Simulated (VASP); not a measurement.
Write the native input for VASP 6.6.1 that does the following.

| Property | Result |
| --- | --- |
| Task | single point |
| Functional | PBE |
| Potentials or basis | VASP PAW PBE potentials, release 64 (Sn_d, Pt, Au) |
| Cutoff | 520 eV |
| k mesh | 4 × 4 × 4 |
| Occupations | gaussian, width 0.1 eV |
| Spin | no spin polarisation |
| Dipole correction | no |
| Further INCAR settings | ALGO = Normal; EDIFF = 1e-06; NBANDS = 36 |

The structure of SnPtAu3 lies in POSCAR:

```
SnPtAu3
1.0
    5.0872413429      0.0000000000      0.0000000000
    0.0000000000      5.0872413429      0.0000000000
    0.0000000000      0.0000000000      5.0872413429
Sn Pt Au
1 1 3
Direct
    0.0000000000      0.0000000000      0.0000000000
    0.5000000000      0.5000000000      0.5000000000
    0.5000000000      0.5000000000      0.0000000000
    0.0000000000      0.5000000000      0.5000000000
    0.5000000000      0.0000000000      0.5000000000
```

The input as run:

INCAR

```
PREC = Accurate ; ENCUT = 520
EDIFF = 1E-6 ; ISMEAR = 0
SIGMA = 0.1 ; LREAL = False
LASPH = True ; NELM = 100
ALGO = Normal ; ISIF = 2
LWAVE = False ; LCHARG = False
GGA = PE ; NBANDS = 36
```

KPOINTS

```
regular mesh
0
Gamma
  4 4 4
```

Potentials or basis: VASP PAW PBE potentials, release 64 (Sn_d, Pt, Au).

Command:

```bash
$ cat potpaw_PBE.64/Sn_d/POTCAR potpaw_PBE.64/Pt/POTCAR potpaw_PBE.64/Au/POTCAR > POTCAR
$ mpirun -np 1 vasp_std > vasp.out
```

Results of the run:

| Quantity | Value |
| --- | --- |
| Pressure | -0.2 GPa |

It took 25 s on 1 thread of Intel(R) Xeon(R) Platinum 8559C (Emerald Rapids), on a shared host, peak memory 0.26 GiB.
